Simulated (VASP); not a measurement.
# AlAs (F-43m) in VASP: notebook, part 2 of 2

VASP 6.6.1.

## Step 3: Single point, PBE (22.22 Å³/atom)

This run uses another cell than the first one, of 22.22 Å³/atom.

The input, INCAR:

```
SYSTEM = AlAs
ALGO = Normal
EDIFF = 1E-6
ENCUT = 500
GGA = PE
GGA_COMPAT = .FALSE.
ISIF = 2
ISMEAR = -1
LASPH = .TRUE.
LCHARG = .FALSE.
LREAL = .FALSE.
LWAVE = .FALSE.
NBANDS = 11
NELM = 120
PREC = Accurate
SIGMA = 0.05
```

The input, KPOINTS:

```
k-points
0
G
  10 10 10
  0 0 0
```

The input, POSCAR:

```
AlAs
1.0
    0.0000000000      2.8114034545      2.8114034545
    2.8114034545      0.0000000000      2.8114034545
    2.8114034545      2.8114034545      0.0000000000
Al As
1 1
Direct
    0.0000000000      0.0000000000      0.0000000000
    0.7500000000      0.7500000000      0.7500000000
```

Potentials or basis: VASP PAW PBE potentials, release 64 (Al, As).

Launch:

```
$ cat potpaw_PBE.64/Al/POTCAR potpaw_PBE.64/As/POTCAR > POTCAR
$ mpirun -np 1 vasp_std > vasp.out
```

OUTCAR:

```text
SYSTEM = AlAs
   EDIFF = 1E-6
   ENCUT = 500
   GGA = PE
   ISIF = 2
   ISMEAR = -1
   LASPH = .TRUE.
   LREAL = .FALSE.
   NELM = 120
   PREC = Accurate

 ion  position               nearest neighbor table
   1  0.000  0.000  0.000-   2 2.43   2 2.43   2 2.43   2 2.43
   2  0.750  0.750  0.750-   1 2.43   1 2.43   1 2.43   1 2.43

  LATTYP: Found a face centered cubic cell.
 ALAT       =     5.6228069090

  Lattice vectors:

 A1 = (   0.0000000000,   2.8114034545,   2.8114034545)
 A2 = (   2.8114034545,   0.0000000000,   2.8114034545)
 A3 = (   2.8114034545,   2.8114034545,   0.0000000000)

Analysis of symmetry for initial positions (statically):
=====================================================================
 Subroutine PRICEL returns:
 Original cell was already a primitive cell.

 Routine SETGRP: Setting up the symmetry group for a
 face centered cubic supercell.

 Subroutine GETGRP returns: Found 24 space group operations
 (whereof 24 operations were pure point group operations)
 out of a pool of 48 trial point group operations.

The static configuration has the point symmetry T_d .

Analysis of symmetry for dynamics (positions and initial velocities):
=====================================================================
 Subroutine PRICEL returns:
 Original cell was already a primitive cell.

 Routine SETGRP: Setting up the symmetry group for a
 face centered cubic supercell.

 Subroutine GETGRP returns: Found 24 space group operations
 (whereof 24 operations were pure point group operations)
 out of a pool of 48 trial point group operations.

The dynamic configuration has the point symmetry T_d .

 Subroutine INISYM returns: Found 24 space group operations
 (whereof 24 operations are pure point group operations),
 and found     1 'primitive' translations

----------------------------------------------------------------------------------------

                                     Primitive cell

  volume of cell :      44.4426
[... 116 lines left out ...]
   AEXX    =    0.0000 exact exchange contribution
   IVDW    =     0    specifies the selected vdW correction
   LEPSILON=     F    determine dielectric tensor
   LRPA    =     F    only Hartree local field effects (RPA)
 non-spin polarized calculation
  energy-cutoff  :      500.00
  volume of cell :       44.44
 maximum number of plane-waves:      1158
 NGX is ok and might be reduce to    30
   NGX = 15   NGY = 15   NGZ = 15

 number of electron       8.0000001 magnetization

 Free energy of the ion-electron system (eV)
  ---------------------------------------------------
  ext. energy  EPLUGINS =         0.00000000
  ---------------------------------------------------
  free energy    TOTEN  =        -9.35443396 eV

  energy without entropy =       -9.35443395  energy(sigma->0) =       -9.35443396

 E-fermi :   4.7807     XC(G=0):  -9.1210

 val. band max:        4.0620698555   @ k =   0.0000   0.0000   0.0000
 cond. band min:       5.4612139261   @ k =   0.5000   0.5000   0.0000
 fundamental gap:      1.3991440706
 Fermi energy:         4.7806881953

 k-point     1 :       0.0000    0.0000    0.0000
  band No.  band energies     occupation
      1      -7.9175      2.00000
      2       4.0621      2.00000
      3       4.0621      2.00000
      4       4.0621      2.00000
      5       6.2853      0.00000
      6       8.3845      0.00000
      7       8.3845      0.00000
      8       8.3845      0.00000
      9      13.0437      0.00000
     10      13.1135      0.00000
     11      13.1135      0.00000
[... 309 lines left out ...]
 k-point    24 :       0.4000    0.3000    0.0000
  band No.  band energies     occupation
      1      -6.4511      2.00000
      2      -0.5234      2.00000
      3       1.8907      2.00000
      4       2.2152      2.00000
      5       6.2262      0.00000
      6       7.3391      0.00000
      7      11.7452      0.00000
      8      12.1530      0.00000
      9      14.3632      0.00000
     10      15.6175      0.00000
     11      17.2205      0.00000

 [... further k-points ...]

------------------------ aborting loop because EDIFF is reached ----------------------------------------

  FORCE on cell =-STRESS in cart. coord.  units (eV):
  Direction    XX          YY          ZZ          XY          YZ          ZX
  --------------------------------------------------------------------------------------
  -------------------------------------------------------------------------------------
  Total        1.2302810      1.2302810      1.2302810      0.0000000      0.0000000     -0.0000000
  in kB       44.3522207     44.3522207     44.3522207      0.0000000      0.0000000     -0.0000000
  external PRESSURE =      44.3522207 kB  Pullay stress =       0.0000000 kB

 VOLUME and BASIS-vectors are now :
 -----------------------------------------------------------------------------
  energy-cutoff  :      500.00
  volume of cell :       44.44
      direct lattice vectors                 reciprocal lattice vectors
     0.000000000  2.811403455  2.811403455    -0.177847117  0.177847117  0.177847117
     2.811403455  0.000000000  2.811403455     0.177847117 -0.177847117  0.177847117
     2.811403455  2.811403455  0.000000000     0.177847117  0.177847117 -0.177847117

 POSITION                                       TOTAL-FORCE (eV/Angst)
 -----------------------------------------------------------------------------------
      0.00000      0.00000      0.00000        -0.000000     -0.000000     -0.000000
      4.21711      4.21711      4.21711         0.000000      0.000000      0.000000
 -----------------------------------------------------------------------------------
    total drift:                               -0.000000     -0.000000     -0.000000

  FREE ENERGIE OF THE ION-ELECTRON SYSTEM (eV)
  ---------------------------------------------------
  free  energy   TOTEN  =        -9.3544339649 eV

  energy  without entropy=       -9.3544339529  energy(sigma->0) =       -9.35443396
```

Run time: 11 s. Hardware: 1 thread of Intel Xeon 6975P-C (Granite Rapids), shared host; peak memory 0.17 GiB.

What came out:

| Quantity | Value |
| --- | --- |
| Free energy | -9.3544 eV |
| Pressure | 4.4 GPa |
| Band gap on the k mesh | 1.40 eV (least direct gap 2.22 eV) |

Caveat: the cell stands under pressure. A k mesh can miss the band edges.

## Step 4: Single point, PBE

This run uses another cell than the first one, of 22.67 Å³/atom.

The input, INCAR:

```
ALGO = Normal
EDIFF = 1E-6
ENCUT = 500
GGA = PE
GGA_COMPAT = False
ISIF = 2
ISMEAR = -1
LASPH = True
LCHARG = False
LREAL = False
LWAVE = False
NBANDS = 11
NELM = 120
PREC = Accurate
SIGMA = 0.05
```

The input, KPOINTS:

```
k-points
0
Gamma
  10 10 10
```

The input, POSCAR:

```
AlAs
1.0
    0.0000000000      2.8304000000      2.8304000000
    2.8304000000      0.0000000000      2.8304000000
    2.8304000000      2.8304000000      0.0000000000
Al As
1 1
Direct
    0.0000000000      0.0000000000      0.0000000000
    0.7500000000      0.7500000000      0.7500000000
```

Launch:

```
$ cat potpaw_PBE.64/Al/POTCAR potpaw_PBE.64/As/POTCAR > POTCAR
$ mpirun -np 1 vasp_std > vasp.out
```

Wall time 11 s (1 thread of Intel Xeon 6975P-C (Granite Rapids), shared host); peak memory 0.17 GiB.

The run converged. Its results:

```
Free energy            : -9.3748 eV
Pressure               : 2.8 GPa
Band gap on the k mesh : 1.44 eV (least direct gap 2.06 eV)
```

Levels at points of the mesh, in eV from the valence-band top:
```tsv
k point	band 1	band 2	band 3	band 4	band 5	band 6	band 7	band 8
(0.00, 0.00, 0.00)	-11.86	0.00	0.00	0.00	2.06	4.29	4.29	4.29
(0.50, 0.00, 0.00)	-10.44	-5.57	-0.83	-0.83	2.14	4.68	4.68	7.75
(0.50, 0.50, 0.00)	-9.89	-5.43	-2.17	-2.17	1.44	2.29	10.34	10.34
```

## Step 5: Summary

```tsv
cell	gap on the mesh (eV)	pressure (GPa)
a = 3.922 Å, angles 60.0°, 2 atoms	1.32	8.3
a = 3.976 Å, angles 60.0°, 2 atoms	1.40	4.4
a = 4.003 Å, angles 60.0°, 2 atoms	1.44	2.8
```

Alike in all rows: task single point; level PBE; potentials or basis VASP PAW PBE potentials, release 64 (Al, As); no spin polarisation; k mesh 10 × 10 × 10; cutoff (eV) 500; smearing fermi-dirac 0.05 eV.

Caveats: the cell stands under pressure (at least some runs).

Total energies depend on the potentials used, so only differences within one code and one set of settings carry meaning.
